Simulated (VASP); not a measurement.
# Be2C (Fm-3m) in VASP: a series of runs, part 2 of 2

VASP 6.6.1. The steps go on from the part before.

## (4) Single point, PBEsol

This run uses another cell than the first one, of 6.55 Å³/atom, 0.972 times its volume.

Contents of INCAR:

```
PREC     = Accurate       # precision mode
ENCUT    = 600            # plane-wave cutoff, eV
EDIFF    = 1E-6           # SCF threshold, eV
ISMEAR   = 0              # smearing method
SIGMA    = 0.01           # smearing width, eV
LREAL    = F              # projectors in reciprocal space
LASPH    = T              # aspherical terms in the spheres
NELM     = 120            # most SCF steps
ALGO     = Normal         # electronic algorithm
ISIF     = 2              # what is computed and relaxed
LWAVE    = F              # write WAVECAR
LCHARG   = T              # write CHGCAR
GGA      = PS             # functional
LELF     = T              # ELF
LVHAR    = T            
NBANDS   = 11             # bands
GGA_COMPAT= F
```

Contents of KPOINTS:

```
regular mesh
0
Gamma
  10 10 10
```

Contents of POSCAR:

```
Be2C
1.0
    2.1418602377      2.1418602377      0.0000000000
   -2.1418602377      2.1418602377      0.0000000000
    0.0000000000      2.1418602377      2.1418602377
Be C
2 1
Direct
    0.2500000000      0.7500000000      0.5000000000
    0.7500000000      0.2500000000      0.5000000000
    0.0000000000      0.0000000000      0.0000000000
```

Potentials or basis: VASP PAW PBE potentials, release 64 (Be, C).

On the command line:

```
cat potpaw_PBE.64/Be/POTCAR potpaw_PBE.64/C/POTCAR > POTCAR
mpirun -np 1 vasp_std > vasp.out
```

OUTCAR:

```text
PREC = Accurate
   ENCUT = 600
   EDIFF = 1E-6
   ISMEAR = 0
   LREAL = F
   LASPH = T
   NELM = 120
   ISIF = 2
   GGA = PS

 ion  position               nearest neighbor table
   1  0.250  0.750  0.500-   3 1.85   3 1.85   3 1.85   3 1.85   2 2.14   2 2.14   2 2.14   2 2.14
                             2 2.14   2 2.14
   2  0.750  0.250  0.500-   3 1.85   3 1.85   3 1.85   3 1.85   1 2.14   1 2.14   1 2.14   1 2.14
                             1 2.14   1 2.14
   3  0.000  0.000  0.000-   1 1.85   2 1.85   1 1.85   2 1.85   2 1.85   1 1.85   2 1.85   1 1.85

  LATTYP: Found a face centered cubic cell.
 ALAT       =     4.2837204754

  Lattice vectors:

 A1 = (   0.0000000000,   2.1418602377,   2.1418602377)
 A2 = (   2.1418602377,   0.0000000000,   2.1418602377)
 A3 = (   2.1418602377,   2.1418602377,   0.0000000000)

Analysis of symmetry for initial positions (statically):
=====================================================================
 Subroutine PRICEL returns:
 Original cell was already a primitive cell.

 Routine SETGRP: Setting up the symmetry group for a
 face centered cubic supercell.

 Subroutine GETGRP returns: Found 48 space group operations
 (whereof 48 operations were pure point group operations)
 out of a pool of 48 trial point group operations.

The static configuration has the point symmetry O_h .

Analysis of symmetry for dynamics (positions and initial velocities):
=====================================================================
 Subroutine PRICEL returns:
 Original cell was already a primitive cell.

 Routine SETGRP: Setting up the symmetry group for a
 face centered cubic supercell.

 Subroutine GETGRP returns: Found 48 space group operations
 (whereof 48 operations were pure point group operations)
 out of a pool of 48 trial point group operations.

The dynamic configuration has the point symmetry O_h .

 Subroutine INISYM returns: Found 48 space group operations
 (whereof 48 operations are pure point group operations),
 and found     1 'primitive' translations

----------------------------------------------------------------------------------------

                                     Primitive cell

  volume of cell :      19.6518

  direct lattice vectors                    reciprocal lattice vectors
     2.141860238  2.141860238  0.000000000     0.233441936  0.233441936 -0.233441936
    -2.141860238  2.141860238  0.000000000    -0.233441936  0.233441936 -0.233441936
     0.000000000  2.141860238  2.141860238     0.000000000  0.000000000  0.466883872

  length of vectors
     3.029047797  3.029047797  3.029047797     0.404333293  0.404333293  0.466883872

  position of ions in fractional coordinates (direct lattice)
     0.250000000  0.750000000  0.500000000
     0.750000000  0.250000000  0.500000000
     0.000000000  0.000000000  0.000000000

  ion indices of the primitive-cell ions
   primitive index   ion index
                 1           1
                 2           2
                 3           3

----------------------------------------------------------------------------------------

 KPOINTS: regular mesh

Automatic generation of k-mesh.
 Grid dimensions read from file:
 generate k-points for:   10   10   10

 Generating k-lattice:

  Cartesian coordinates                     Fractional coordinates (reciprocal lattice)
[... 39 lines left out ...]
  0.300000  0.300000  0.000000     12.000000
  0.400000  0.300000  0.000000     24.000000
 [... further k-points ...]
   k-points           NKPTS =     47   k-points in BZ     NKDIM =     47   number of bands    NBANDS=     11
   number of dos      NEDOS =    301   number of ions     NIONS =      3
   total plane-waves  NPLWV =  13824
   dimension x,y,z NGX =    24 NGY =   24 NGZ =   24
   dimension x,y,z NGXF=    48 NGYF=   48 NGZF=   48
   ions per type =               2   1
   NGX,Y,Z   is equivalent  to a cutoff of  13.17, 13.17, 13.17 a.u.
   NGXF,Y,Z  is equivalent  to a cutoff of  26.34, 26.34, 26.34 a.u.
 SYSTEM =  unknown system
   PREC   = accura    normal or accurate (medium, high low for compatibility)
   ISTART =      0    job   : 0-new  1-cont  2-samecut
   ICHARG =      2    charge: 1-file 2-atom 10-const
   ISPIN  =      1    spin polarized calculation?
   LNONCOLLINEAR =      F non collinear calculations
   LSORBIT =      F    spin-orbit coupling
   LASPH  =      T    aspherical Exc in radial PAW
   ENCUT  =  600.0 eV  44.10 Ry    6.64 a.u.   6.05  6.05  6.05*2*pi/ulx,y,z
   NELM   =    120;   NELMIN=  2; NELMDL= -5     # of ELM steps
   EDIFF  = 0.1E-05   stopping-criterion for ELM
   LREAL  =      F    real-space projection
   EDIFFG = 0.1E-04   stopping-criterion for IOM
   NSW    =      0    number of steps for IOM
   IBRION =     -1    ionic relax: 0-MD 1-quasi-New 2-CG
   NFREE  =      0    steps in history (QN), initial steepest desc. (CG)
   ISIF   =      2    stress and relaxation
   ISYM   =      2    0-nonsym 1-usesym 2-fastsym
   POTIM  = 0.5000    time-step for ionic-motion
   TEBEG  =    0.0;   TEEND  =   0.0 temperature during run
   PSTRESS=    0.0 pullay stress
   NELECT =       8.0000    total number of electrons
   NUPDOWN=      -1.0000    fix difference up-down
   EMIN   =  10.00;   EMAX   =-10.00  energy-range for DOS
   EFERMI =   0.00;   METHOD = LEGACY
   ISMEAR =     0;   SIGMA  =   0.01  broadening in eV -4-tet -1-fermi 0-gaus
   EFERMI_NEDOS =   21; number of points for ismear=-14 and -15
   IALGO  =     38    algorithm
   IMIX   =      4    mixing-type and parameters
     AMIX     =   0.40;   BMIX     =  1.00
     AMIX_MAG =   1.60;   BMIX_MAG =  1.00
  volume/ion in A,a.u.               =       6.55        44.21
  Fermi-wavevector in a.u.,A,eV,Ry     =   1.213306  2.292816 20.029294  1.472112
  Thomas-Fermi vector in A             =   2.348762
   LORBIT       =      0    0 simple, 1 ext, 2 COOP (PROOUT), +10 PAW based schemes
   GGA     = PS    functional components
   LHFCALC =     F    Hartree Fock is set to
   AEXX    =    0.0000 exact exchange contribution
   IVDW    =     0    specifies the selected vdW correction
   LEPSILON=     F    determine dielectric tensor
   LRPA    =     F    only Hartree local field effects (RPA)
 non-spin polarized calculation
 Gauss-broadening in eV      SIGMA  =   0.01
  energy-cutoff  :      600.00
  volume of cell :       19.65
 maximum number of plane-waves:       666
   NGX = 13   NGY = 13   NGZ = 13

 number of electron       8.0000000 magnetization

 Free energy of the ion-electron system (eV)
  ---------------------------------------------------
  ext. energy  EPLUGINS =         0.00000000
  ---------------------------------------------------
  free energy    TOTEN  =       -18.40653413 eV

  energy without entropy =      -18.40653413  energy(sigma->0) =      -18.40653413

 E-fermi :   8.0959     XC(G=0): -11.6374

 val. band max:        8.0042385705   @ k =   0.0000   0.0000   0.0000
 cond. band min:       9.0778075917   @ k =   0.5000   0.5000   0.0000
 fundamental gap:      1.0735690212
 Fermi energy:         8.0959328425

 k-point     1 :       0.0000    0.0000    0.0000
  band No.  band energies     occupation
      1      -7.2636      2.00000
      2       8.0042      2.00000
      3       8.0042      2.00000
      4       8.0042      2.00000
      5      12.1469      0.00000
      6      12.1469      0.00000
      7      12.1469      0.00000
      8      15.0622      0.00000
      9      21.3344      0.00000
     10      21.3344      0.00000
     11      21.3344      0.00000
[... 309 lines left out ...]
 k-point    24 :       0.4000    0.3000    0.0000
  band No.  band energies     occupation
      1      -3.5259      2.00000
      2       0.3407      2.00000
      3       2.2737      2.00000
      4       4.2598      2.00000
      5      11.7996      0.00000
      6      17.5522      0.00000
      7      18.0970      0.00000
      8      18.9777      0.00000
      9      20.7471      0.00000
     10      21.2966      0.00000
     11      25.7627      0.00000

 [... further k-points ...]
[... 5 lines left out ...]
  --------------------------------------------------------------------------------------
  -------------------------------------------------------------------------------------
  Total        0.5649652      0.5649652      0.5649652      0.0000000      0.0000000     -0.0000000
  in kB       46.0605300     46.0605300     46.0605300      0.0000000      0.0000000     -0.0000000
  external PRESSURE =      46.0605300 kB  Pullay stress =       0.0000000 kB

 VOLUME and BASIS-vectors are now :
 -----------------------------------------------------------------------------
  energy-cutoff  :      600.00
  volume of cell :       19.65
      direct lattice vectors                 reciprocal lattice vectors
     2.141860238  2.141860238  0.000000000     0.233441936  0.233441936 -0.233441936
    -2.141860238  2.141860238  0.000000000    -0.233441936  0.233441936 -0.233441936
     0.000000000  2.141860238  2.141860238     0.000000000  0.000000000  0.466883872

 POSITION                                       TOTAL-FORCE (eV/Angst)
 -----------------------------------------------------------------------------------
     -1.07093      3.21279      1.07093        -0.000000      0.000000      0.000000
      1.07093      3.21279      1.07093        -0.000000     -0.000000     -0.000000
      0.00000      0.00000      0.00000         0.000000      0.000000      0.000000
 -----------------------------------------------------------------------------------
    total drift:                                0.000000     -0.000000      0.000000

  FREE ENERGIE OF THE ION-ELECTRON SYSTEM (eV)
  ---------------------------------------------------
  free  energy   TOTEN  =       -18.4065341285 eV

  energy  without entropy=      -18.4065341285  energy(sigma->0) =      -18.40653413
```

Run time: 11 s. Hardware: 1 thread of AMD EPYC 7R43 (Zen 3), shared host; peak memory 0.1 GiB.

Results:

| Quantity | Value |
| --- | --- |
| Free energy | -18.4065 eV |
| Pressure | 4.6 GPa |
| Band gap on the k mesh | 1.07 eV, indirect (least direct gap 4.14 eV) |

Caveat: the PAW data sets were made with another functional, which shifts forces and pressure a little. A k mesh can miss the band edges.

## (5) Single point, PBEsol

This run uses another cell than the first one, of 6.46 Å³/atom, 0.959 times its volume.

Contents of INCAR:

```
PREC = Accurate
ENCUT = 600
EDIFF = 1E-6
ISMEAR = 0
SIGMA = 0.01
LREAL = False
LASPH = True
NELM = 120
ALGO = Normal
ISIF = 2
LWAVE = False
LCHARG = True
GGA = PS
LELF = True
LVHAR = True
NBANDS = 11
GGA_COMPAT = False
```

KPOINTS is that of step 4.

Contents of POSCAR:

```
Be2C
1.0
    2.1323692849      2.1323692849      0.0000000000
   -2.1323692849      2.1323692849      0.0000000000
    0.0000000000      2.1323692849      2.1323692849
Be C
2 1
Direct
    0.2500000000      0.7500000000      0.5000000000
    0.7500000000      0.2500000000      0.5000000000
    0.0000000000      0.0000000000      0.0000000000
```

On the command line:

```
cat potpaw_PBE.64/Be/POTCAR potpaw_PBE.64/C/POTCAR > POTCAR
mpirun -np 1 vasp_std > vasp.out
```

Run time: 9.2 s. Hardware: 1 thread of AMD EPYC 7R43 (Zen 3), shared host; peak memory 0.1 GiB.

Results (log left out):

- Free energy: -18.3964 eV
- Pressure: 7.6 GPa
- Band gap on the k mesh: 1.08 eV, indirect (least direct gap 4.17 eV)

Levels at points of the mesh, in eV from the valence-band top:
```
           k point  band 2  band 3  band 4  band 5  band 6  band 7
(0.00, 0.00, 0.00)    0.00    0.00    0.00    4.17    4.17    4.17
(0.50, 0.00, 0.00)   -9.06   -1.91   -1.91    5.03    5.03    7.51
(0.50, 0.50, 0.00)   -6.95   -4.94   -4.94    1.08    6.04   13.69
```

Caveat: the PAW data sets were made with another functional, which shifts forces and pressure a little. A k mesh can miss the band edges.

## (6) Single point, PBEsol

This run uses another cell than the first one, of 6.46 Å³/atom, 0.959 times its volume.

Changes to INCAR since step 5:

```diff
@@ -11,6 +11,4 @@
 LWAVE = False
-LCHARG = True
+LCHARG = False
 GGA = PS
-LELF = True
-LVHAR = True
 NBANDS = 11
```

Contents of KPOINTS:

```
Automatic mesh
0
Gamma
  10 10 10
```

Contents of POSCAR:

```
Be2C
1.0
    2.1323692850      2.1323692850      0.0000000000
   -2.1323692850      2.1323692850      0.0000000000
    0.0000000000      2.1323692850      2.1323692850
Be C
2 1
Direct
    0.2500000000      0.7500000000      0.5000000000
    0.7500000000      0.2500000000      0.5000000000
    0.0000000000      0.0000000000      0.0000000000
```

Potentials or basis: VASP PAW PBE potentials, release 64 (Be, C).

On the command line:

```
cat potpaw_PBE.64/Be/POTCAR potpaw_PBE.64/C/POTCAR > POTCAR
mpirun -np 1 vasp_std > vasp.out
```

OUTCAR:

```text
PREC = Accurate
   ENCUT = 600
   EDIFF = 1E-6
   ISMEAR = 0
   LREAL = False
   LASPH = True
   NELM = 120
   ISIF = 2
   GGA = PS

 ion  position               nearest neighbor table
   1  0.250  0.750  0.500-   3 1.85   3 1.85   3 1.85   3 1.85   2 2.13   2 2.13   2 2.13   2 2.13
                             2 2.13   2 2.13
   2  0.750  0.250  0.500-   3 1.85   3 1.85   3 1.85   3 1.85   1 2.13   1 2.13   1 2.13   1 2.13
                             1 2.13   1 2.13
   3  0.000  0.000  0.000-   2 1.85   1 1.85   1 1.85   2 1.85   1 1.85   2 1.85   2 1.85   1 1.85

  LATTYP: Found a face centered cubic cell.
 ALAT       =     4.2647385700

  Lattice vectors:

 A1 = (   0.0000000000,   2.1323692850,   2.1323692850)
 A2 = (   2.1323692850,   0.0000000000,   2.1323692850)
 A3 = (   2.1323692850,   2.1323692850,   0.0000000000)

Analysis of symmetry for initial positions (statically):
=====================================================================
 Subroutine PRICEL returns:
 Original cell was already a primitive cell.

 Routine SETGRP: Setting up the symmetry group for a
 face centered cubic supercell.

 Subroutine GETGRP returns: Found 48 space group operations
 (whereof 48 operations were pure point group operations)
 out of a pool of 48 trial point group operations.

The static configuration has the point symmetry O_h .

Analysis of symmetry for dynamics (positions and initial velocities):
=====================================================================
 Subroutine PRICEL returns:
 Original cell was already a primitive cell.

 Routine SETGRP: Setting up the symmetry group for a
 face centered cubic supercell.

 Subroutine GETGRP returns: Found 48 space group operations
 (whereof 48 operations were pure point group operations)
 out of a pool of 48 trial point group operations.

The dynamic configuration has the point symmetry O_h .

 Subroutine INISYM returns: Found 48 space group operations
 (whereof 48 operations are pure point group operations),
 and found     1 'primitive' translations
[... 120 lines left out ...]
  Thomas-Fermi vector in A             =   2.353984
   LORBIT       =      0    0 simple, 1 ext, 2 COOP (PROOUT), +10 PAW based schemes
   GGA     = PS    functional components
   LHFCALC =     F    Hartree Fock is set to
   AEXX    =    0.0000 exact exchange contribution
   IVDW    =     0    specifies the selected vdW correction
   LEPSILON=     F    determine dielectric tensor
   LRPA    =     F    only Hartree local field effects (RPA)
 non-spin polarized calculation
 Gauss-broadening in eV      SIGMA  =   0.01
  energy-cutoff  :      600.00
  volume of cell :       19.39
 maximum number of plane-waves:       659
   NGX = 13   NGY = 13   NGZ = 13

 number of electron       7.9999999 magnetization

 Free energy of the ion-electron system (eV)
  ---------------------------------------------------
  ext. energy  EPLUGINS =         0.00000000
  ---------------------------------------------------
  free energy    TOTEN  =       -18.39638023 eV

  energy without entropy =      -18.39638023  energy(sigma->0) =      -18.39638023

 E-fermi :   8.2607     XC(G=0): -11.6899

 val. band max:        8.1374741924   @ k =   0.0000   0.0000   0.0000
 cond. band min:       9.2165625318   @ k =   0.5000   0.5000   0.0000
 fundamental gap:      1.0790883394
 Fermi energy:         8.2606778416

 k-point     1 :       0.0000    0.0000    0.0000
  band No.  band energies     occupation
      1      -7.2296      2.00000
      2       8.1375      2.00000
      3       8.1375      2.00000
      4       8.1375      2.00000
      5      12.3039      0.00000
      6      12.3039      0.00000
      7      12.3039      0.00000
      8      15.3453      0.00000
      9      21.5719      0.00000
     10      21.5719      0.00000
     11      21.5719      0.00000
[... 309 lines left out ...]
 k-point    24 :       0.4000    0.3000    0.0000
  band No.  band energies     occupation
      1      -3.4525      2.00000
      2       0.3961      2.00000
      3       2.3592      2.00000
      4       4.3486      2.00000
      5      11.9710      0.00000
      6      17.7910      0.00000
      7      18.3145      0.00000
      8      19.2520      0.00000
      9      20.9944      0.00000
     10      21.5887      0.00000
     11      26.0798      0.00000

 [... further k-points ...]
[... 5 lines left out ...]
  --------------------------------------------------------------------------------------
  -------------------------------------------------------------------------------------
  Total        0.9224992      0.9224992      0.9224992     -0.0000000      0.0000000      0.0000000
  in kB       76.2183140     76.2183140     76.2183140     -0.0000000      0.0000000      0.0000000
  external PRESSURE =      76.2183140 kB  Pullay stress =       0.0000000 kB

 VOLUME and BASIS-vectors are now :
 -----------------------------------------------------------------------------
  energy-cutoff  :      600.00
  volume of cell :       19.39
      direct lattice vectors                 reciprocal lattice vectors
     2.132369285  2.132369285  0.000000000     0.234480961  0.234480961 -0.234480961
    -2.132369285  2.132369285  0.000000000    -0.234480961  0.234480961 -0.234480961
     0.000000000  2.132369285  2.132369285     0.000000000  0.000000000  0.468961923

 POSITION                                       TOTAL-FORCE (eV/Angst)
 -----------------------------------------------------------------------------------
     -1.06618      3.19855      1.06618        -0.000000     -0.000000     -0.000000
      1.06618      3.19855      1.06618         0.000000      0.000000      0.000000
      0.00000      0.00000      0.00000         0.000000     -0.000000      0.000000
 -----------------------------------------------------------------------------------
    total drift:                                0.000000     -0.000000      0.000000

  FREE ENERGIE OF THE ION-ELECTRON SYSTEM (eV)
  ---------------------------------------------------
  free  energy   TOTEN  =       -18.3963802280 eV

  energy  without entropy=      -18.3963802280  energy(sigma->0) =      -18.39638023
```

stdout:

```text
POSCAR found type information on POSCAR BeC
 POSCAR found :  2 types and       3 ions
 scaLAPACK will be used
 -----------------------------------------------------------------------------
|                                                                             |
|                                                                             |
|     You enforced a specific xc type in the INCAR file but a different       |
|     I HOPE YOU KNOW WHAT YOU ARE DOING!                                     |
|                                                                             |
 -----------------------------------------------------------------------------

 LDA part: xc-table for (Slater+PW92), standard interpolation
 POSCAR, INCAR and KPOINTS ok, starting setup
 FFT: planning ... GRIDC
 FFT: planning ... GRID_SOFT
 FFT: planning ... GRID
 WAVECAR not read
 entering main loop
```

Run time: 8 s. Hardware: 1 thread of AMD EPYC 7R43 (Zen 3), shared host; peak memory 0.1 GiB.

What came out:

* Free energy: -18.3964 eV
* Pressure: 7.6 GPa
* Band gap on the k mesh: 1.08 eV, indirect (least direct gap 4.17 eV)

Caveat: the PAW data sets were made with another functional, which shifts forces and pressure a little.

## (7) Overview

```tsv
cell	gap on the mesh (eV)	pressure (GPa)
a = 3.058 Å, angles 60.0, 60.0, 90.0°, 3 atoms	1.06	-1.4
a = 3.038 Å, angles 60.0, 60.0, 90.0°, 3 atoms	1.07	2.6
a = 3.029 Å, angles 60.0, 60.0, 90.0°, 3 atoms	1.07	4.6
a = 3.016 Å, angles 60.0, 60.0, 90.0°, 3 atoms	1.08	7.6
```

Alike in all rows: task single point; level PBEsol; potentials or basis VASP PAW PBE potentials, release 64 (Be, C); no spin polarisation; k mesh 10 × 10 × 10; cutoff (eV) 600; smearing gaussian 0.01 eV.

Caveats: the PAW data sets were made with another functional, which shifts forces and pressure a little.

Total energies depend on the potentials used, so only differences within one code and one set of settings carry meaning.
